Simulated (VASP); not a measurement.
# CuF (P6_3/mmc) in VASP: settings compared

Aim: see how the results for CuF move with the level of theory and the settings. Levels: r2SCAN, LDA. Tasks: single point.

Program: VASP 6.6.1. These are calculated values, not measurements. Logs are shortened: lines on timing, memory, paths and dates and some standing lists are left out, and cuts for length are marked.

**1. The cell of the first run**

Symmetry: P6_3/mmc, No. 194, hexagonal system. The conventional cell has a = 3.509 Å, b = 3.509 Å, c = 5.083 Å, α = 90.00°, β = 90.00°, γ = 120.00°. Cu (site symmetry -6m2) has 5 F at 2.03 to 2.54 Å within 2.7 Å. Within 2.7 Å of F (site symmetry -6m2) lie 5 Cu at 2.03 to 2.54 Å.

**2. Single point, r2SCAN**

Input file POSCAR:

```
CuF
1.0
    3.5086571515      0.0000000000      0.0000000000
   -1.7543285757      3.0385862264      0.0000000000
    0.0000000000      0.0000000000      5.0825198637
Cu F
2 2
Direct
    0.3333333333      0.6666666667      0.2500000000
    0.6666666667      0.3333333333      0.7500000000
    0.6666666667      0.3333333333      0.2500000000
    0.3333333333      0.6666666667      0.7500000000
```

Input file INCAR.step1:

```
PREC = Accurate ; ENCUT = 520
ISMEAR = -1 ; SIGMA = 0.02
LREAL = False ; LASPH = True
NELM = 80 ; NBANDS = 26
GGA = PE ; ALGO = Normal
EDIFF = 1E-4 ; LWAVE = True
LCHARG = False
```

Input file INCAR.step2:

```
PREC = Accurate ; ENCUT = 520
EDIFF = 1E-6 ; ISMEAR = -1
SIGMA = 0.02 ; LREAL = False
LASPH = True ; NELM = 80
ALGO = Normal ; ISIF = 2
LWAVE = False ; LCHARG = False
METAGGA = R2SCAN ; LMIXTAU = True
NBANDS = 26 ; ISTART = 1
```

Input file KPOINTS:

```
regular mesh
0
Gamma
  12 12 4
```

Potentials or basis: VASP PAW PBE potentials, release 64 (Cu, F).

Command:

```console
$ cat potpaw_PBE.64/Cu/POTCAR potpaw_PBE.64/F/POTCAR > POTCAR
$ cp INCAR.step1 INCAR
$ mpirun -np 1 vasp_std > vasp.out
$ cp INCAR.step2 INCAR
$ mpirun -np 1 vasp_std > vasp.out
```

OUTCAR:

```text
PREC = Accurate
   ENCUT = 520
   EDIFF = 1E-6
   ISMEAR = -1
   LREAL = False
   LASPH = True
   NELM = 80
   ISIF = 2
   METAGGA = R2SCAN
   ISTART = 1

 ion  position               nearest neighbor table
   1  0.333  0.667  0.250-   3 2.03   3 2.03   3 2.03
   2  0.667  0.333  0.750-   4 2.03   4 2.03   4 2.03
   3  0.667  0.333  0.250-   1 2.03   1 2.03   1 2.03
   4  0.333  0.667  0.750-   2 2.03   2 2.03   2 2.03

  LATTYP: Found a hexagonal cell.
 ALAT       =     3.5086571515
 C/A-ratio  =     1.4485655464

  Lattice vectors:

 A1 = (   3.5086571515,   0.0000000000,   0.0000000000)
 A2 = (  -1.7543285757,   3.0385862264,   0.0000000000)
 A3 = (   0.0000000000,   0.0000000000,   5.0825198637)

Analysis of symmetry for initial positions (statically):
=====================================================================
 Subroutine PRICEL returns:
 Original cell was already a primitive cell.

 Routine SETGRP: Setting up the symmetry group for a
 hexagonal supercell.

 Subroutine GETGRP returns: Found 24 space group operations
 (whereof 12 operations were pure point group operations)
 out of a pool of 24 trial point group operations.

The static configuration has the point symmetry D_3d.
 The point group associated with its full space group is D_6h.

Analysis of symmetry for dynamics (positions and initial velocities):
=====================================================================
 Subroutine PRICEL returns:
 Original cell was already a primitive cell.

 Routine SETGRP: Setting up the symmetry group for a
 hexagonal supercell.

 Subroutine GETGRP returns: Found 24 space group operations
 (whereof 12 operations were pure point group operations)
 out of a pool of 24 trial point group operations.

The dynamic configuration has the point symmetry D_3d.
 The point group associated with its full space group is D_6h.

 Subroutine INISYM returns: Found 24 space group operations
 (whereof 12 operations are pure point group operations),
 and found     1 'primitive' translations

----------------------------------------------------------------------------------------

                                     Primitive cell

  volume of cell :      54.1866

  direct lattice vectors                    reciprocal lattice vectors
     3.508657152  0.000000000  0.000000000     0.285009323  0.164550209  0.000000000
    -1.754328576  3.038586226  0.000000000     0.000000000  0.329100419  0.000000000
     0.000000000  0.000000000  5.082519864     0.000000000  0.000000000  0.196752797

  length of vectors
     3.508657152  3.508657152  5.082519864     0.329100419  0.329100419  0.196752797

  position of ions in fractional coordinates (direct lattice)
     0.333333333  0.666666667  0.250000000
     0.666666667  0.333333333  0.750000000
     0.666666667  0.333333333  0.250000000
     0.333333333  0.666666667  0.750000000

  ion indices of the primitive-cell ions
   primitive index   ion index
                 1           1
                 2           2
                 3           3
                 4           4

----------------------------------------------------------------------------------------

 KPOINTS: regular mesh

Automatic generation of k-mesh.
 Grid dimensions read from file:
 generate k-points for:   12   12    4

 Generating k-lattice:

  Cartesian coordinates                     Fractional coordinates (reciprocal lattice)
     0.023750777  0.013712517  0.000000000     0.083333333  0.000000000  0.000000000
     0.000000000  0.027425035  0.000000000     0.000000000  0.083333333  0.000000000
     0.000000000  0.000000000  0.049188199     0.000000000  0.000000000  0.250000000

  Length of vectors
     0.027425035  0.027425035  0.049188199

  Shift w.r.t. Gamma in fractional coordinates (k-lattice)
     0.000000000  0.000000000  0.000000000

 Subroutine IBZKPT returns following result:
 ===========================================

 Found     57 irreducible k-points:

 Following reciprocal coordinates:
            Coordinates               Weight
  0.000000  0.000000  0.000000      1.000000
  0.083333  0.000000  0.000000      6.000000
  0.166667  0.000000  0.000000      6.000000
  0.250000  0.000000  0.000000      6.000000
  0.333333  0.000000  0.000000      6.000000
  0.416667 -0.000000  0.000000      6.000000
[... 16 lines left out ...]
  0.250000  0.000000  0.250000     12.000000
  0.333333  0.000000  0.250000     12.000000
 [... further k-points ...]
   k-points           NKPTS =     57   k-points in BZ     NKDIM =     57   number of bands    NBANDS=     26
   number of dos      NEDOS =    301   number of ions     NIONS =      4
   total plane-waves  NPLWV =  31360
   dimension x,y,z NGX =    28 NGY =   28 NGZ =   40
   dimension x,y,z NGXF=    56 NGYF=   56 NGZF=   80
   ions per type =               2   2
   NGX,Y,Z   is equivalent  to a cutoff of  13.27, 13.27, 13.08 a.u.
   NGXF,Y,Z  is equivalent  to a cutoff of  26.53, 26.53, 26.17 a.u.
 SYSTEM =  unknown system
   PREC   = accura    normal or accurate (medium, high low for compatibility)
   ISTART =      1    job   : 0-new  1-cont  2-samecut
   ICHARG =      0    charge: 1-file 2-atom 10-const
   ISPIN  =      1    spin polarized calculation?
   LNONCOLLINEAR =      F non collinear calculations
   LSORBIT =      F    spin-orbit coupling
   LASPH  =      T    aspherical Exc in radial PAW
   ENCUT  =  520.0 eV  38.22 Ry    6.18 a.u.   6.52  6.52  9.45*2*pi/ulx,y,z
   NELM   =     80;   NELMIN=  2; NELMDL=  0     # of ELM steps
   EDIFF  = 0.1E-05   stopping-criterion for ELM
   LREAL  =      F    real-space projection
   EDIFFG = 0.1E-04   stopping-criterion for IOM
   NSW    =      0    number of steps for IOM
   IBRION =     -1    ionic relax: 0-MD 1-quasi-New 2-CG
   NFREE  =      0    steps in history (QN), initial steepest desc. (CG)
   ISIF   =      2    stress and relaxation
   ISYM   =      2    0-nonsym 1-usesym 2-fastsym
   POTIM  = 0.5000    time-step for ionic-motion
   TEBEG  =    0.0;   TEEND  =   0.0 temperature during run
   PSTRESS=    0.0 pullay stress
   NELECT =      36.0000    total number of electrons
   NUPDOWN=      -1.0000    fix difference up-down
   EMIN   =  10.00;   EMAX   =-10.00  energy-range for DOS
   EFERMI =   0.00;   METHOD = LEGACY
   ISMEAR =    -1;   SIGMA  =   0.02  broadening in eV -4-tet -1-fermi 0-gaus
   EFERMI_NEDOS =   21; number of points for ismear=-14 and -15
   IALGO  =     38    algorithm
   IMIX   =      4    mixing-type and parameters
     AMIX     =   0.40;   BMIX     =  1.00
     AMIX_MAG =   1.60;   BMIX_MAG =  1.00
  volume/ion in A,a.u.               =      13.55        91.42
  Fermi-wavevector in a.u.,A,eV,Ry     =   1.428494  2.699463 27.763988  2.040596
  Thomas-Fermi vector in A             =   2.548550
   LORBIT       =      0    0 simple, 1 ext, 2 COOP (PROOUT), +10 PAW based schemes
   METAGGA = R2SCAN    functional components
   LHFCALC =     F    Hartree Fock is set to
   AEXX    =    0.0000 exact exchange contribution
   IVDW    =     0    specifies the selected vdW correction
   LEPSILON=     F    determine dielectric tensor
   LRPA    =     F    only Hartree local field effects (RPA)
 non-spin polarized calculation
  energy-cutoff  :      520.00
  volume of cell :       54.19
 maximum number of plane-waves:      1495
 NGX is ok and might be reduce to    28
   NGX = 13   NGY = 13   NGZ = 19

 number of electron      35.9999987 magnetization

 Free energy of the ion-electron system (eV)
  ---------------------------------------------------
  ext. energy  EPLUGINS =         0.00000000
  ---------------------------------------------------
  free energy    TOTEN  =       -31.62244383 eV

  energy without entropy =      -31.61859460  energy(sigma->0) =      -31.62051922

 E-fermi :   3.1400     XC(G=0): -10.5517

 val. band max:        3.1385180104   @ k =   0.0000   0.0000   0.2500
 cond. band min:       3.1450171534   @ k =   0.0833   0.0833   0.0000
 fundamental gap:      0.0064991431
 Fermi energy:         3.1399885507

 k-point     1 :       0.0000    0.0000    0.0000
  band No.  band energies     occupation
      1     -23.1698      2.00000
      2     -22.9563      2.00000
      3      -4.2247      2.00000
      4      -4.0184      2.00000
      5      -4.0184      2.00000
      6      -3.8292      2.00000
[... 18 lines left out ...]
     25      15.7386      0.00000
     26      17.7483      0.00000

 k-point     2 :       0.0833    0.0000    0.0000
  band No.  band energies     occupation
      1     -23.1601      2.00000
      2     -22.9534      2.00000
      3      -4.1978      2.00000
      4      -4.0605      2.00000
      5      -4.0152      2.00000
      6      -3.8921      2.00000
[... 18 lines left out ...]
     25      16.0919      0.00000
     26      18.3138      0.00000

 k-point     3 :       0.1667    0.0000    0.0000
  band No.  band energies     occupation
      1     -23.1340      2.00000
      2     -22.9463      2.00000
      3      -4.1905      2.00000
      4      -4.1196      2.00000
      5      -4.0240      2.00000
      6      -4.0026      2.00000
[... 18 lines left out ...]
     25      16.6562      0.00000
     26      16.8112      0.00000

 k-point     4 :       0.2500    0.0000    0.0000
  band No.  band energies     occupation
      1     -23.0967      2.00000
      2     -22.9383      2.00000
      3      -4.3813      2.00000
      4      -4.1438      2.00000
      5      -3.9977      2.00000
      6      -3.9794      2.00000
[... 18 lines left out ...]
     25      15.0106      0.00000
     26      17.6725      0.00000
[... 496 lines left out ...]
      1     -23.1057      2.00000
      2     -22.9729      2.00000
      3      -4.2952      2.00000
      4      -4.1215      2.00000
      5      -3.9693      2.00000
      6      -3.8600      2.00000
[... 18 lines left out ...]
     25      15.6290      0.00000
     26      16.0089      0.00000

 k-point    23 :       0.2500    0.0000    0.2500
  band No.  band energies     occupation
      1     -23.0724      2.00000
      2     -22.9604      2.00000
      3      -4.4560      2.00000
      4      -4.2872      2.00000
      5      -3.9384      2.00000
      6      -3.7623      2.00000
[... 18 lines left out ...]
     25      14.9717      0.00000
     26      16.3210      0.00000

 k-point    24 :       0.3333    0.0000    0.2500
  band No.  band energies     occupation
      1     -23.0366      2.00000
      2     -22.9504      2.00000
      3      -4.6141      2.00000
      4      -4.3988      2.00000
      5      -3.9039      2.00000
      6      -3.6545      2.00000
[... 18 lines left out ...]
     25      14.5617      0.00000
     26      16.4949      0.00000

 [... further k-points ...]
[... 5 lines left out ...]
  --------------------------------------------------------------------------------------
  -------------------------------------------------------------------------------------
  Total        0.1817046      0.1817046     -0.0709051      0.0000000      0.0000000      0.0000000
  in kB        5.3726060      5.3726060     -2.0965086      0.0000000      0.0000000      0.0000000
  external PRESSURE =       2.8829011 kB  Pullay stress =       0.0000000 kB

 VOLUME and BASIS-vectors are now :
 -----------------------------------------------------------------------------
  energy-cutoff  :      520.00
  volume of cell :       54.19
      direct lattice vectors                 reciprocal lattice vectors
     3.508657152  0.000000000  0.000000000     0.285009323  0.164550209  0.000000000
    -1.754328576  3.038586226  0.000000000     0.000000000  0.329100419  0.000000000
     0.000000000  0.000000000  5.082519864     0.000000000  0.000000000  0.196752797

 POSITION                                       TOTAL-FORCE (eV/Angst)
 -----------------------------------------------------------------------------------
     -0.00000      2.02572      1.27063         0.000000      0.000000      0.000000
      1.75433      1.01286      3.81189        -0.000000     -0.000000      0.000000
      1.75433      1.01286      1.27063         0.000000      0.000000     -0.000000
     -0.00000      2.02572      3.81189         0.000000     -0.000000      0.000000
 -----------------------------------------------------------------------------------
    total drift:                                0.000000      0.000000     -0.000000

  FREE ENERGIE OF THE ION-ELECTRON SYSTEM (eV)
  ---------------------------------------------------
  free  energy   TOTEN  =       -31.6224438283 eV

  energy  without entropy=      -31.6185946035  energy(sigma->0) =      -31.62051922
```

Run time: 3.3 min. Hardware: 1 thread of AMD EPYC 9R45 (Zen 5), shared host; peak memory 0.19 GiB.

What came out:

- Free energy: -31.6224 eV
- Pressure: 0.3 GPa
- Band gap on the k mesh: zero (band 18 reaches 3.16 eV, above the bottom of band 19 at 3.12 eV)

Caveat: the PAW data sets were made with another functional, which shifts forces and pressure a little; semilocal functionals often make such compounds metallic where correlation or magnetic order opens a gap, which also shifts bond lengths. With open d or f shells a metallic result of r2SCAN can be an artefact of self-interaction; +U or a hybrid may open a gap.

**3. Single point, LDA**

This run uses another cell than the first one, of 12.56 Å³/atom, 0.927 times its volume.

Input file INCAR:

```
PREC = Accurate
ENCUT = 700
EDIFF = 1E-6
ISMEAR = -1
SIGMA = 0.02
LREAL = False
LASPH = True
NELM = 120
ALGO = Normal
ISIF = 2
LWAVE = False
LCHARG = False
GGA = CA
NBANDS = 34
GGA_COMPAT = False
```

Input file KPOINTS:

```
Automatic mesh
0
Gamma
  12 12 4
```

Input file POSCAR:

```
CuF
1.0
    3.4354305349      0.0000000000      0.0000000000
   -1.7177152674      2.9751701161      0.0000000000
    0.0000000000      0.0000000000      4.9135756032
Cu F
2 2
Direct
    0.3333333333      0.6666666667      0.2500000000
    0.6666666667      0.3333333333      0.7500000000
    0.6666666667      0.3333333333      0.2500000000
    0.3333333333      0.6666666667      0.7500000000
```

Potentials or basis: VASP PAW LDA potentials, release 64 (Cu_sv_GW, F).

Command:

```console
$ cat potpaw_LDA.64/Cu_sv_GW/POTCAR potpaw_LDA.64/F/POTCAR > POTCAR
$ mpirun -np 1 vasp_std > vasp.out
```

It took 2.6 min on 1 thread of Intel Xeon Platinum 8375C at 2.90GHz (Ice Lake), shared host; peak memory 0.27 GiB.

Results (log left out):

| Property | Result |
| --- | --- |
| Free energy | -17.2274 eV |
| Pressure | -2.2 GPa |
| Band gap on the k mesh | zero (band 26 reaches 3.55 eV, above the bottom of band 27 at 3.49 eV) |

Stress tensor (GPa, compression positive):
```
-2.02  0.00  0.00
 0.00 -2.02  0.00
 0.00  0.00 -2.53
```

Levels at points of the mesh, in eV from the Fermi level:
| k point | band 24 | band 25 | band 26 | band 27 | band 28 | band 29 |
| --- | --- | --- | --- | --- | --- | --- |
| (0.00, 0.00, 0.00) | 0.02 | 0.02 | 0.04 | 0.04 | 3.93 | 5.35 |
| (0.50, 0.00, 0.00) | -0.77 | -0.71 | -0.61 | 3.40 | 4.14 | 6.88 |
| (0.00, 0.00, 0.50) | 0.02 | 0.02 | 0.02 | 0.68 | 0.68 | 9.79 |
| (0.50, 0.00, 0.50) | -0.67 | -0.51 | -0.51 | 4.12 | 4.12 | 5.46 |

Caveat: semilocal functionals often make such compounds metallic where correlation or magnetic order opens a gap, which also shifts bond lengths. With open d or f shells a metallic result of LDA can be an artefact of self-interaction; +U or a hybrid may open a gap.
